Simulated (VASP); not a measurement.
Crystal: AlRu (RuAl (Pm-3m)).

```
Al Ru
1.0
     2.98250    0.00000    0.00000
     0.00000    2.98250    0.00000
     0.00000    0.00000    2.98250
Al Ru
1 1
Direct
  0.00000 0.00000 0.00000
  0.50000 0.50000 0.50000
```

| Quantity | Value |
| --- | --- |
| Program | VASP 6.6.1 |
| Task | relaxation of cell and atoms |
| Functional | PBE |
| Potentials or basis | VASP PAW PBE potentials, release 64 (Al, Ru_pv) |
| Cutoff | 600 eV |
| k mesh | 13 × 13 × 13 |
| Occupations | methfessel-paxton, width 0.1 eV |
| Spin | no spin polarisation |

At the start: pressure 4.4 GPa; volume 13.27 Å³/atom.

**Question.** How do energy, volume and symmetry change on relaxing?

**Answer.** Over 3 steps the energy falls by 3.8 meV/atom and the volume is 13.54 Å³/atom (+2.1 %); space group Pm-3m (No. 221, to 0.05 Å).

The path:
```tsv
step	energy change (eV)	largest force (eV/Å)	pressure (GPa)	volume (Å³)
1	0.0000	0.0000	4.44	26.53
2	0.0098	0.0000	-6.09	27.97
3	-0.0075	0.0000	-0.02	27.09
```

Final structure:
```yaml
crystal:
  lattice:
    - [3.00331, 0.00000, 0.00000]
    - [0.00000, 3.00331, 0.00000]
    - [0.00000, 0.00000, 3.00331]
  atoms:
    - { symbol: Al, position: [0.00000, 0.00000, 0.00000] }
    - { symbol: Ru, position: [0.50000, 0.50000, 0.50000] }
```
